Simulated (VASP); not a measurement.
ZrS2:

```xyz
3
Lattice="3.6914 0.0000 0.0000 -1.8457 3.1968 0.0000 0.0000 0.0000 6.0411" Properties=species:S:1:pos:R:3 pbc="T T T"
Zr    0.0000    0.0000    0.0000
S     0.0000    2.1312    1.4372
S     1.8457    1.0656    4.6038
```

Base run:

```yaml
Program: VASP 6.6.1
Functional: r2SCAN
Potentials_or_basis: VASP PAW PBE potentials, release 64 (Zr_sv, S)
Cutoff: 520 eV
k_mesh: 9 × 9 × 5
Occupations: gaussian, width 0.03 eV
Spin: no spin polarisation
```

Its results: band gap on the k mesh 1.37 eV (least direct gap 1.96 eV).

Task: The run is repeated on the same cell with these changes: functional from r2SCAN to TB-mBJ. What comes out?

Result: Band gap on the k mesh 1.60 eV (least direct gap 2.08 eV).
